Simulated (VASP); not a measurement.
Runs of VASP 6.6.1 on Ti. The structure is that of space group P6/mmm (No. 191), or close to it. The cells are those of the table. This isn't the form of Ti at room conditions, which is hcp.

```csv
cell,k mesh,gap on the mesh (eV),pressure (GPa)
"a = 4.629, b = 4.629, c = 2.857 Å, angles 90.0, 90.0, 120.0°, 3 atoms",9 × 9 × 12,none,-0.2
"a = 4.807, b = 4.807, c = 2.967 Å, angles 90.0, 90.0, 120.0°, 3 atoms",9 × 9 × 12,none,-9.7
"a = 4.566, b = 4.566, c = 2.818 Å, angles 90.0, 90.0, 120.0°, 3 atoms",9 × 9 × 12,none,(a)
"a = 4.690, b = 4.690, c = 2.894 Å, angles 90.0, 90.0, 120.0°, 3 atoms",9 × 9 × 12,none,-4.0
"a = 4.629, b = 4.629, c = 2.857 Å, angles 90.0, 90.0, 120.0°, 3 atoms",8 × 8 × 11,none,-0.2
```

Alike in all rows: task single point; level RPBE; potentials or basis VASP PAW PBE potentials, release 64 (Ti_sv); no spin polarisation; cutoff (eV) 520; smearing fermi-dirac 0.1 eV.

**Question.** Fill in the values left out.

**Answer.** (a) 4.3.

Caveats: the PAW data sets were made with another functional, which shifts forces and pressure a little; the cell stands under tension (at least some runs); the cell stands under pressure (at least some runs).

A gap of «none» marks levels without a gap at the run's occupations.
